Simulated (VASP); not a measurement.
Here is a VASP 6.6.1 calculation.

The input INCAR:

```
ALGO = Normal
EDIFF = 1E-6
EDIFFG = -0.001
ENCUT = 600
GGA = PS
IBRION = 2
ISIF = 3
ISMEAR = -1
LASPH = True
LCHARG = False
LREAL = False
LWAVE = False
NELM = 100
NSW = 80
PREC = Accurate
PSTRESS = 500.0
SIGMA = 0.15
```

Contents of KPOINTS:

```
k-points
0
Gamma
  16 16 16
```

The input POSCAR:

```
HfN
1.0
    0.0000000000      2.2511619659      2.2511619659
    2.2511619659      0.0000000000      2.2511619659
    2.2511619659      2.2511619659      0.0000000000
Hf N
1 1
Direct
    0.0000000000      0.0000000000      0.0000000000
    0.5000000000      0.5000000000      0.5000000000
```

Potentials or basis: VASP PAW PBE potentials, release 64 (Hf_pv, N).

Launch:

```sh
$ cat potpaw_PBE.64/Hf_pv/POTCAR potpaw_PBE.64/N/POTCAR > POTCAR
$ mpirun -np 1 vasp_std > vasp.out
```

Problem. Estimate the space group after relaxing (to 0.05 Å).

Solution. Fm-3m (No. 225).

Problem. Estimate the relaxed cell.

Solution. a = 3.041 Å, b = 3.041 Å, c = 3.041 Å, α = 60.00°, β = 60.00°, γ = 60.00°.

Step by step:
```tsv
step	energy change (eV)	largest force (eV/Å)	pressure (GPa)	volume (Å³)
1	0.0000	0.0000	-2.28	22.82
2	11.1765	0.0000	595.14	12.60
3	0.2397	0.0000	37.95	20.40
4	0.3205	0.0000	45.05	20.09
5	0.3820	0.0000	50.08	19.88
6	0.3647	0.0000	48.70	19.94
7	0.3660	0.0000	48.80	19.93
8	0.3700	0.0000	49.14	19.92
9	0.3701	0.0000	49.13	19.92
10	0.3703	0.0000	49.13	19.92
11	0.3707	0.0000	49.15	19.92
12	0.3715	0.0000	49.19	19.92
13	0.3732	0.0000	49.38	19.91
14	0.3765	0.0000	49.66	19.90
15	0.3833	0.0000	50.21	19.88
16	0.3807	0.0000	49.98	19.89
17	0.3810	0.0000	49.99	19.89
```

Caveat: the cell is relaxed towards a set pressure, so the enthalpy falls and the energy may rise; the PAW data sets were made with another functional, which shifts forces and pressure a little.
